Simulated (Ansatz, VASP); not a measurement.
# One calculation of Cu12Si, two programs

File INCAR:

```
PREC = Accurate
ENCUT = 520
EDIFF = 1E-7
ISMEAR = 0
SIGMA = 0.1
LREAL = False
LASPH = True
NELM = 100
ALGO = Normal
ISIF = 2
LWAVE = False
LCHARG = False
LDIPOL = True
IDIPOL = 3
DIPOL = 0.5 0.5 0.305
GGA = PE
IVDW = 12
NBANDS = 80
```

Contents of KPOINTS:

```
Automatic mesh
0
Gamma
  6 6 1
```

File POSCAR:

```
Cu12Si
1.0
    5.0378287988      0.0000000000      0.0000000000
   -2.5189143994      4.3628877197      0.0000000000
    0.0000000000      0.0000000000     21.1210738952
Cu Si
12 1
Direct
    0.3333333333      0.1666666667      0.1893843097
    0.3333333333      0.6666666667      0.1893843097
    0.8333333333      0.1666666667      0.1893843097
    0.8333333333      0.6666666667      0.1893843097
    0.1666666667      0.3333333333      0.2869418959
    0.1666666667      0.8333333333      0.2869418959
    0.6666666667      0.3333333333      0.2869418959
    0.6666666667      0.8333333333      0.2869418959
    0.0000000000      0.0000000000      0.3845009934
    0.0000000000      0.5000000000      0.3845009934
    0.5000000000      0.0000000000      0.3845009934
    0.5000000000      0.5000000000      0.3845009934
    0.0000000000      0.2500000000      0.5265392257
```

Input for Ansatz:

```yaml
crystal:
  lattice:
    - [5.0378287988, 0.0, 0.0]
    - [-2.5189143994, 4.3628877197, 0.0]
    - [0.0, 0.0, 21.1210738952]
  atoms:
    - { symbol: Cu, position: [0.3333333333, 0.1666666667, 0.1893843097] }
    - { symbol: Cu, position: [0.3333333333, 0.6666666667, 0.1893843097] }
    - { symbol: Cu, position: [0.8333333333, 0.1666666667, 0.1893843097] }
    - { symbol: Cu, position: [0.8333333333, 0.6666666667, 0.1893843097] }
    - { symbol: Cu, position: [0.1666666667, 0.3333333333, 0.2869418959] }
    - { symbol: Cu, position: [0.1666666667, 0.8333333333, 0.2869418959] }
    - { symbol: Cu, position: [0.6666666667, 0.3333333333, 0.2869418959] }
    - { symbol: Cu, position: [0.6666666667, 0.8333333333, 0.2869418959] }
    - { symbol: Cu, position: [0.0, 0.0, 0.3845009934] }
    - { symbol: Cu, position: [0.0, 0.5, 0.3845009934] }
    - { symbol: Cu, position: [0.5, 0.0, 0.3845009934] }
    - { symbol: Cu, position: [0.5, 0.5, 0.3845009934] }
    - { symbol: Si, position: [0.0, 0.25, 0.5265392257] }
basis:
  ecutwfc: 420
kpoints:
  mp_grid: { grid: [6, 6, 1] }
hamiltonian:
  xc: pbe
  pseudopotentials: { kind: paw, azcp: { folder: soft_1 } }
  dispersion: d3bj
scf:
  occupations: { method: gaussian, width: 0.1 }
output:
  forces: true
  eigenvalues: true
efield:
  axis: 3
  dipole_correction: true
  ramp_width: 0.04
```

Alike in both runs: task single point; functional PBE; dispersion D3(BJ); k mesh 6 × 6 × 1; occupations gaussian, width 0.1 eV; no spin polarisation.

|  | VASP | Ansatz |
| --- | --- | --- |
| version | VASP 6.6.1 | Ansatz 0.2.0 |
| potentials or method | VASP PAW PBE potentials, release 64 (Cu, Si), cutoff 520 eV | scalar-relativistic, plane waves, PAW |
| valence electrons in the cell | 136 | 232 |

```csv
,VASP,Ansatz,Ansatz less VASP
gap on the k mesh at the Fermi level (eV),none,none,-
rms of the force components (eV/Å),0.389,0.386,-0.0025
```

Atom by atom the forces differ by 0.010 eV/Å (rms over components). A gap of «none» marks a metal or a gap that the smearing closes. VASP's potentials hold 136 valence electrons a cell and Ansatz's 232, so a difference there can come from the potentials and not from the codes.
